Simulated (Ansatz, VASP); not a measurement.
**Two plane-wave programs on Ni**

Contents of INCAR:

```
SYSTEM = Ni
  PREC = Accurate
  ENCUT = 520
  EDIFF = 1E-6
  ISMEAR = -1
  SIGMA = 0.05
  LREAL = .FALSE.
  LASPH = .TRUE.
  NELM = 150
  ALGO = Normal
  ISIF = 2
  LWAVE = .FALSE.
  LCHARG = .FALSE.
  MAGMOM = 0 0 0.688 0 0 0.688
  LORBIT = 11
  LSORBIT = .TRUE.
  GGA_COMPAT = .FALSE.
  LORBMOM = .TRUE.
  LMAXMIX = 4
  GGA = PE
  NBANDS = 32
```

File KPOINTS:

```
regular mesh
0
G
  14 14 8
  0 0 0
```

File POSCAR:

```
Ni
1.0
    2.4881347145      0.0000000000      0.0000000000
   -1.2440673573      2.1547878708      0.0000000000
    0.0000000000      0.0000000000      4.0778042648
Ni
2
Direct
    0.3333333333      0.6666666667      0.2500000000
    0.6666666667      0.3333333333      0.7500000000
```

Input for Ansatz:

```yaml
crystal:
  lattice:
    - [2.4881347145, 0.0, 0.0]
    - [-1.2440673573, 2.1547878708, 0.0]
    - [0.0, 0.0, 4.0778042648]
  atoms:
    - { symbol: Ni, position: [0.3333333333, 0.6666666667, 0.25], spin: 0.688, spin_axis: [0, 0, 1] }
    - { symbol: Ni, position: [0.6666666667, 0.3333333333, 0.75], spin: 0.688, spin_axis: [0, 0, 1] }
hamiltonian:
  xc: pbe
  pseudopotentials:
    kind: paw_fr
    azcp:
      Ni: "pseudopotentials/Ni.paw.azcp"
basis:
  ecutwfc: 420
  fft_grid_basis: typed
kpoints:
  mp_grid: { grid: [14, 14, 8], shift: [0, 0, 0] }
magnetization:
  noncollinear: true
  spin_orbit: true
scf:
  occupations: { method: fermi_dirac, width: 0.05 }
```

Alike in both runs: task single point; functional PBE; k mesh 14 × 14 × 8; occupations fermi-dirac, width 0.05 eV; non-collinear spin, spin-orbit coupling.

```csv
,VASP,Ansatz
version,VASP 6.6.1,Ansatz 0.2.0
potentials or method,"VASP PAW PBE potentials, release 64 (Ni), cutoff 520 eV","plane waves (420 eV) with PAW, fully relativistic with spin-orbit coupling"
valence electrons in the cell,20,36
```

|  | VASP | Ansatz | Ansatz less VASP |
| --- | --- | --- | --- |
| net moment per atom (μB) | 0.63 | 0.66 | +0.035 |

VASP's potentials hold 20 valence electrons a cell and Ansatz's 36, so a difference there can come from the potentials and not from the codes.
